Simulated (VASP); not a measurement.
# Au16Cl in VASP: single point with PBE

Aim: the single point of Au16Cl with PBE.

Program: VASP 6.6.1. These are calculated values, not measurements. Logs are shortened: lines on timing, memory, paths and dates and some standing lists are left out, and cuts for length are marked.

### Step 1. The cell of the first run

The cell holds a slab with vacuum, 17 atoms: a = 8.160 Å, b = 5.770 Å, c = 16.327 Å, α = 90.00°, β = 90.00°, γ = 90.00°.

### Step 2. Single point, PBE

The input, INCAR:

```
PREC = Accurate ; ENCUT = 520
EDIFF = 1E-6 ; ISMEAR = 0
SIGMA = 0.05 ; LREAL = Auto
LASPH = True ; NELM = 100
ALGO = Normal ; ISIF = 2
LWAVE = False ; LCHARG = False
GGA = PE ; NBANDS = 106
```

The input, KPOINTS:

```
regular mesh
0
Gamma
  2 3 1
```

The input, POSCAR:

```
Au16Cl
1.0
    8.1600000000      0.0000000000      0.0000000000
    0.0000000000      5.7699910000      0.0000000000
    0.0000000000      0.0000000000     16.3274940000
Au Cl
16 1
Direct
    0.2500000000      0.2500000433      0.0612463860
    0.7500000000      0.2500000433      0.0612463860
    0.2500000000      0.7499999567      0.0612463860
    0.7500000000      0.7499999567      0.0612463860
   -0.0008381127     -0.0000003466      0.1388628898
    0.5015678922     -0.0000001733      0.1392511919
   -0.0024517157      0.4999997400      0.1394901753
    0.5021621324      0.4999997400      0.1393682950
   -0.0530693627      0.2530012612      0.2910434388
    0.5555243873      0.2535504821      0.2909824374
   -0.0530689951      0.7469959659      0.2910435612
    0.5555240196      0.7464470915      0.2909824986
   -0.2491789216     -0.0000027730      0.3995214452
    0.2509882353     -0.0000013865      0.2613230787
   -0.2504781863      0.4999971404      0.4068531276
    0.2505359069      0.4999985269      0.2604641594
   -0.2283346814      0.4999964471      0.5486555990
```

Potentials or basis: VASP PAW PBE potentials, release 64 (Au, Cl).

Started as:

```sh
> cat potpaw_PBE.64/Au/POTCAR potpaw_PBE.64/Cl/POTCAR > POTCAR
> mpirun -np 1 vasp_std > vasp.out
```

OUTCAR:

```text
PREC = Accurate
   ENCUT = 520
   EDIFF = 1E-6
   ISMEAR = 0
   LREAL = Auto
   LASPH = True
   NELM = 100
   ISIF = 2
   GGA = PE

 ion  position               nearest neighbor table
   1  0.250  0.250  0.061-   5 2.81   6 2.81   8 2.82   7 2.82   3 2.88   3 2.88  16 3.56  14 3.57

   2  0.750  0.250  0.061-   7 2.79   8 2.79   6 2.80   5 2.80   4 2.88   4 2.88
   3  0.250  0.750  0.061-   5 2.81   6 2.81   8 2.82   7 2.82   1 2.88   1 2.88  16 3.56  14 3.57

   4  0.750  0.750  0.061-   7 2.79   8 2.79   6 2.80   5 2.80   2 2.88   2 2.88
   5  0.999  1.000  0.139-   4 2.80   2 2.80   3 2.81   1 2.81  14 2.87   7 2.89   7 2.89   9 2.91
                            11 2.91
   6  0.502  1.000  0.139-   4 2.80   2 2.80   3 2.81   1 2.81  14 2.86   8 2.88   8 2.89  10 2.91
                            12 2.91
   7  0.998  0.500  0.139-   2 2.79   4 2.79   1 2.82   3 2.82  16 2.86   5 2.89   5 2.89  11 2.89
                             9 2.89
   8  0.502  0.500  0.139-   2 2.79   4 2.79   1 2.82   3 2.82  16 2.85   6 2.88   6 2.89  12 2.89
                            10 2.89
   9  0.947  0.253  0.291-  13 2.80  11 2.85  15 2.86   7 2.89  16 2.90   5 2.91  14 2.92  11 2.92
                            10 3.19
  10  0.556  0.254  0.291-  13 2.80  12 2.84  15 2.85   8 2.89  16 2.91   6 2.91  14 2.92  12 2.93
                             9 3.19
  11  0.947  0.747  0.291-  13 2.80   9 2.85  15 2.86   7 2.89  16 2.90   5 2.91  14 2.92   9 2.92
                            12 3.19
  12  0.556  0.746  0.291-  13 2.80  10 2.84  15 2.85   8 2.89  16 2.91   6 2.91  14 2.92  10 2.93
                            11 3.19
  13  0.751  1.000  0.400-  12 2.80  10 2.80  11 2.80   9 2.80  15 2.89  15 2.89
  14  0.251  1.000  0.261-   6 2.86   5 2.87  16 2.89  16 2.89  11 2.92   9 2.92  12 2.92  10 2.92
                             3 3.57   1 3.57
  15  0.750  0.500  0.407-  17 2.32  10 2.85  12 2.85   9 2.86  11 2.86  13 2.89  13 2.89
  16  0.251  0.500  0.260-   8 2.85   7 2.86  14 2.89  14 2.89  11 2.90   9 2.90  12 2.91  10 2.91
                             1 3.56   3 3.56
  17  0.772  0.500  0.549-  15 2.32

  LATTYP: Found a simple orthorhombic cell.
 ALAT       =     5.7699910000
 B/A-ratio  =     1.4142136444
 C/A-ratio  =     2.8297260776

  Lattice vectors:

 A1 = (   0.0000000000,  -5.7699910000,   0.0000000000)
 A2 = (   8.1600000000,   0.0000000000,   0.0000000000)
 A3 = (   0.0000000000,   0.0000000000,  16.3274940000)

Analysis of symmetry for initial positions (statically):
=====================================================================
 Subroutine PRICEL returns:
 Original cell was already a primitive cell.

 Routine SETGRP: Setting up the symmetry group for a
 simple orthorhombic supercell.

 Subroutine GETGRP returns: Found  2 space group operations
 (whereof  2 operations were pure point group operations)
 out of a pool of  8 trial point group operations.

The static configuration has the point symmetry C_1h.

Analysis of symmetry for dynamics (positions and initial velocities):
=====================================================================
 Subroutine PRICEL returns:
 Original cell was already a primitive cell.

 Routine SETGRP: Setting up the symmetry group for a
 simple orthorhombic supercell.

 Subroutine GETGRP returns: Found  2 space group operations
 (whereof  2 operations were pure point group operations)
 out of a pool of  8 trial point group operations.

The dynamic configuration has the point symmetry C_1h.

 Subroutine INISYM returns: Found  2 space group operations
 (whereof  2 operations are pure point group operations),
 and found     1 'primitive' translations

----------------------------------------------------------------------------------------

                                     Primitive cell

  volume of cell :     768.7495

  direct lattice vectors                    reciprocal lattice vectors
     8.160000000  0.000000000  0.000000000     0.122549020  0.000000000  0.000000000
     0.000000000  5.769991000  0.000000000     0.000000000  0.173310496  0.000000000
     0.000000000  0.000000000 16.327494000     0.000000000  0.000000000  0.061246386

  length of vectors
     8.160000000  5.769991000 16.327494000     0.122549020  0.173310496  0.061246386

  position of ions in fractional coordinates (direct lattice)
     0.250000000  0.250000043  0.061246386
     0.750000000  0.250000043  0.061246386
     0.250000000  0.749999957  0.061246386
     0.750000000  0.749999957  0.061246386
     0.999161887  0.999999653  0.138862890
     0.501567892  0.999999827  0.139251192
[... 9 lines left out ...]
     0.250535907  0.499998527  0.260464159
     0.771665319  0.499996447  0.548655599

  ion indices of the primitive-cell ions
   primitive index   ion index
                 1           1
                 2           2
                 3           3
                 4           4
                 5           5
                 6           6
[... 9 lines left out ...]
                16          16
                17          17

----------------------------------------------------------------------------------------

 KPOINTS: regular mesh

Automatic generation of k-mesh.
 Grid dimensions read from file:
 generate k-points for:    2    3    1

 Generating k-lattice:

  Cartesian coordinates                     Fractional coordinates (reciprocal lattice)
     0.061274510  0.000000000  0.000000000     0.500000000  0.000000000  0.000000000
     0.000000000  0.057770165  0.000000000     0.000000000  0.333333333  0.000000000
     0.000000000  0.000000000  0.061246386     0.000000000  0.000000000  1.000000000

  Length of vectors
     0.061274510  0.057770165  0.061246386

  Shift w.r.t. Gamma in fractional coordinates (k-lattice)
     0.000000000  0.000000000  0.000000000

 Subroutine IBZKPT returns following result:
 ===========================================

 Found      4 irreducible k-points:

 Following reciprocal coordinates:
            Coordinates               Weight
  0.000000  0.000000  0.000000      1.000000
  0.500000  0.000000  0.000000      1.000000
  0.000000  0.333333  0.000000      2.000000
  0.500000  0.333333  0.000000      2.000000
   k-points           NKPTS =      4   k-points in BZ     NKDIM =      4   number of bands    NBANDS=    106
   number of dos      NEDOS =    301   number of ions     NIONS =     17
   total plane-waves  NPLWV = 387072
   dimension x,y,z NGX =    64 NGY =   48 NGZ =  126
   dimension x,y,z NGXF=   128 NGYF=   96 NGZF=  252
   ions per type =              16   1
   NGX,Y,Z   is equivalent  to a cutoff of  13.04, 13.83, 12.83 a.u.
   NGXF,Y,Z  is equivalent  to a cutoff of  26.08, 27.66, 25.66 a.u.
 SYSTEM =  unknown system
   PREC   = accura    normal or accurate (medium, high low for compatibility)
   ISTART =      0    job   : 0-new  1-cont  2-samecut
   ICHARG =      2    charge: 1-file 2-atom 10-const
   ISPIN  =      1    spin polarized calculation?
   LNONCOLLINEAR =      F non collinear calculations
   LSORBIT =      F    spin-orbit coupling
   LASPH  =      T    aspherical Exc in radial PAW
   ENCUT  =  520.0 eV  38.22 Ry    6.18 a.u.  15.17 10.73 30.36*2*pi/ulx,y,z
   NELM   =    100;   NELMIN=  2; NELMDL= -5     # of ELM steps
   EDIFF  = 0.1E-05   stopping-criterion for ELM
   LREAL  =      T    real-space projection
   EDIFFG = 0.1E-04   stopping-criterion for IOM
   NSW    =      0    number of steps for IOM
[... 5 lines left out ...]
   TEBEG  =    0.0;   TEEND  =   0.0 temperature during run
   PSTRESS=    0.0 pullay stress
   NELECT =     183.0000    total number of electrons
   NUPDOWN=      -1.0000    fix difference up-down
   EMIN   =  10.00;   EMAX   =-10.00  energy-range for DOS
   EFERMI =   0.00;   METHOD = LEGACY
   ISMEAR =     0;   SIGMA  =   0.05  broadening in eV -4-tet -1-fermi 0-gaus
   EFERMI_NEDOS =   21; number of points for ismear=-14 and -15
   IALGO  =     38    algorithm
   IMIX   =      4    mixing-type and parameters
     AMIX     =   0.40;   BMIX     =  1.00
     AMIX_MAG =   1.60;   BMIX_MAG =  1.00
  volume/ion in A,a.u.               =      45.22       305.16
  Fermi-wavevector in a.u.,A,eV,Ry     =   1.014605  1.917325 14.006149  1.029423
  Thomas-Fermi vector in A             =   2.147842
   LORBIT       =      0    0 simple, 1 ext, 2 COOP (PROOUT), +10 PAW based schemes
   GGA     = PE    functional components
   LHFCALC =     F    Hartree Fock is set to
   AEXX    =    0.0000 exact exchange contribution
   IVDW    =     0    specifies the selected vdW correction
   LEPSILON=     F    determine dielectric tensor
   LRPA    =     F    only Hartree local field effects (RPA)
 non-spin polarized calculation
 Gauss-broadening in eV      SIGMA  =   0.05
  energy-cutoff  :      520.00
  volume of cell :      768.75
 maximum number of plane-waves:     20751
 NGX is ok and might be reduce to    64
   NGX = 31   NGY = 21   NGZ = 61

 number of electron     183.0000013 magnetization

 Free energy of the ion-electron system (eV)
  ---------------------------------------------------
  ext. energy  EPLUGINS =         0.00000000
  ---------------------------------------------------
  free energy    TOTEN  =       -49.43340866 eV

  energy without entropy =      -49.43336930  energy(sigma->0) =      -49.43338898

 E-fermi :  -0.2148     XC(G=0):  -6.0881

 val. band max:       -0.3389860170   @ k =   0.0000   0.3333   0.0000
 cond. band min:      -0.0906052585   @ k =   0.0000   0.3333   0.0000
 fundamental gap:      0.2483807585
 Fermi energy:        -0.2147956496

 k-point     1 :       0.0000    0.0000    0.0000
  band No.  band energies     occupation
      1     -14.2308      2.00000
      2      -8.0492      2.00000
      3      -6.8784      2.00000
      4      -6.7155      2.00000
      5      -6.2064      2.00000
      6      -6.1274      2.00000
[... 95 lines left out ...]
    102       2.6111      0.00000
    103       3.6967      0.00000

 k-point     2 :       0.5000    0.0000    0.0000
  band No.  band energies     occupation
      1     -14.2308      2.00000
      2      -7.5781      2.00000
      3      -7.4018      2.00000
      4      -6.6192      2.00000
      5      -6.4322      2.00000
      6      -6.1890      2.00000
[... 95 lines left out ...]
    102       2.5630      0.00000
    103       2.8459      0.00000

 k-point     3 :       0.0000    0.3333    0.0000
  band No.  band energies     occupation
      1     -14.2293      2.00000
      2      -7.4355      2.00000
      3      -6.3076      2.00000
      4      -6.2836      2.00000
      5      -6.1304      2.00000
      6      -5.7836      2.00000
[... 95 lines left out ...]
    102       3.6273      0.00000
    103       4.3508      0.00000

 k-point     4 :       0.5000    0.3333    0.0000
  band No.  band energies     occupation
      1     -14.2293      2.00000
      2      -6.9996      2.00000
      3      -6.8092      2.00000
      4      -6.1862      2.00000
      5      -6.1155      2.00000
      6      -6.0448      2.00000
[... 95 lines left out ...]
    102       3.3816      0.00000
    103       4.0944      0.00000
 [bands above 103 left out]

------------------------ aborting loop because EDIFF is reached ----------------------------------------

  FORCE on cell =-STRESS in cart. coord.  units (eV):
  Direction    XX          YY          ZZ          XY          YZ          ZX
  --------------------------------------------------------------------------------------
  -------------------------------------------------------------------------------------
  Total       -2.1723187    -15.8353916     -0.4394160      0.0000000      0.0000000     -0.0007966
  in kB       -4.5274044    -33.0030868     -0.9158021      0.0000000      0.0000000     -0.0016602
  external PRESSURE =     -12.8154311 kB  Pullay stress =       0.0000000 kB

 VOLUME and BASIS-vectors are now :
 -----------------------------------------------------------------------------
  energy-cutoff  :      520.00
  volume of cell :      768.75
      direct lattice vectors                 reciprocal lattice vectors
     8.160000000  0.000000000  0.000000000     0.122549020  0.000000000  0.000000000
     0.000000000  5.769991000  0.000000000     0.000000000  0.173310496  0.000000000
     0.000000000  0.000000000 16.327494000     0.000000000  0.000000000  0.061246386

 POSITION                                       TOTAL-FORCE (eV/Angst)
 -----------------------------------------------------------------------------------
      2.04000      1.44250      1.00000         0.001779      0.001985     -0.082682
      6.12000      1.44250      1.00000        -0.001999      0.002157      0.094130
      2.04000      4.32749      1.00000         0.001779     -0.001985     -0.082682
      6.12000      4.32749      1.00000        -0.001999     -0.002157      0.094130
      8.15316      5.76999      2.26728        -0.001648      0.000000     -0.001230
      4.09279      5.76999      2.27362         0.002963      0.000000     -0.001031
[... 9 lines left out ...]
      2.04437      2.88499      4.25273        -0.000407      0.000000      0.001125
      6.29679      2.88497      8.95817         0.001263      0.000000     -0.018265
 -----------------------------------------------------------------------------------
    total drift:                               -0.007577      0.048840      0.009854

  FREE ENERGIE OF THE ION-ELECTRON SYSTEM (eV)
  ---------------------------------------------------
  free  energy   TOTEN  =       -49.4334086552 eV

  energy  without entropy=      -49.4333692991  energy(sigma->0) =      -49.43338898
```

Run time: 8.8 min. Hardware: 1 thread of Intel Xeon 6975P-C (Granite Rapids), shared host; peak memory 0.82 GiB.

What came out:

| Quantity | Value |
| --- | --- |
| Free energy | -49.4334 eV |
| Largest force | 0.094 eV/Å |
| Band gap on the k mesh | zero (an odd number of electrons rules out a gap without spin polarisation) |

Forces in eV/Å, atoms in the order of the input:
```
Au   0.002  0.002 -0.083
Au  -0.002  0.002  0.094
Au   0.002 -0.002 -0.083
Au  -0.002 -0.002  0.094
Au  -0.002  0.000 -0.001
Au   0.003  0.000 -0.001
Au  -0.001  0.000 -0.006
Au   0.004  0.000 -0.007
Au   0.000 -0.003  0.002
Au  -0.001 -0.005  0.003
Au   0.000  0.003  0.002
Au  -0.001  0.005  0.003
Au   0.002  0.000 -0.012
Au   0.000  0.000 -0.001
Au  -0.003  0.000  0.012
Au   0.000  0.000  0.001
Cl   0.001  0.000 -0.018
```

Levels at points of the mesh, in eV from the Fermi level:
```
           k point  band 89  band 90  band 91  band 92  band 93  band 94
(0.00, 0.00, 0.00)    -0.99    -0.66     0.21     0.56     0.63     1.29
(0.50, 0.00, 0.00)    -0.67     0.31     0.65     0.76     0.87     1.08
```

Caveat: the k points lie up to 0.38 Å⁻¹ apart, too coarse for converged energies and pressures of a metal; there is no dipole correction, which matters where the two faces differ; spin-orbit coupling is left out, which moves the levels of the heavy elements.

The gap in the log of VASP goes by the Fermi energy; the results here count the filled bands.